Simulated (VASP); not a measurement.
**Ga9N8 (a cell with a defect): single point with PBE**

System: Ga9N8 (a cell with a defect).

```xyz
17
Lattice="4.5485 0.0000 4.5485 0.0000 -4.5485 4.5485 4.5485 -4.5485 0.0000" Properties=species:S:1:pos:R:3 pbc="T T T"
Ga    2.3829   -4.7416    2.1938
Ga    2.1539   -2.2236   -0.0491
Ga    4.5019   -4.5062    4.5016
Ga    4.4268   -2.1612    2.4533
Ga    4.6911   -6.9568    2.0681
Ga    4.1420   -4.9207    0.4369
Ga    7.0805   -6.6340    4.7502
Ga    6.7629   -4.4859    2.2354
Ga    4.7497   -7.1932    4.5208
N     1.3475   -3.4429    3.2571
N     1.2048   -1.1044    1.1163
N     3.4175   -3.4994    5.6696
N     3.3185   -0.9887    3.3476
N     3.5750   -5.8930    3.4690
N     3.3237   -3.1879    1.1918
N     5.4905   -5.7191    5.6782
N     5.6148   -3.3743    3.3873
```

```json
{"Program": "VASP 6.6.1", "Task": "single point", "Functional": "PBE", "Potentials or basis": "VASP PAW PBE potentials, release 64 (Ga_d, N)", "Cutoff": "520 eV", "k mesh": "3 × 3 × 3", "Occupations": "gaussian, width 0.02 eV", "Spin": "no spin polarisation", "Dipole correction": "no", "Further INCAR settings": "LREAL = Auto; ALGO = Normal; EDIFF = 1e-07; NBANDS = 92"}
```

- Pressure: 23.5 GPa
- Largest force: 0.255 eV/Å
- Band gap on the k mesh: zero (an odd number of electrons rules out a gap without spin polarisation)

Forces in eV/Å, atoms in the order of the input:
```
Ga  -0.038 -0.032  0.014
Ga  -0.043  0.046  0.020
Ga   0.011 -0.023  0.021
Ga   0.010  0.032  0.007
Ga   0.010  0.049 -0.017
Ga  -0.091 -0.078  0.139
Ga  -0.037 -0.160 -0.195
Ga   0.037  0.016 -0.018
Ga  -0.087 -0.115 -0.022
N    0.153  0.139  0.042
N    0.023  0.063 -0.011
N    0.038 -0.005  0.003
N    0.074  0.051 -0.024
N   -0.019  0.005  0.010
N   -0.080  0.056  0.062
N    0.037 -0.044 -0.024
N    0.003  0.001 -0.006
```

Stress tensor (GPa, compression positive):
```
23.53  3.14 -0.93
 3.14 22.19 -3.00
-0.93 -3.00 24.88
```

Levels at points of the mesh, in eV from the Fermi level:
```tsv
k point	band 76	band 77	band 78	band 79	band 80	band 81
(0.00, 0.00, 0.00)	-3.33	-2.83	-2.68	-1.65	-0.58	-0.31
```

Run time: 5.8 min on 1 thread of Intel(R) Xeon(R) 6975P-C (Granite Rapids) (shared host), peak memory 0.39 GiB.

Caveat: the k points lie up to 0.40 Å⁻¹ apart, too coarse for converged energies and pressures of a metal.
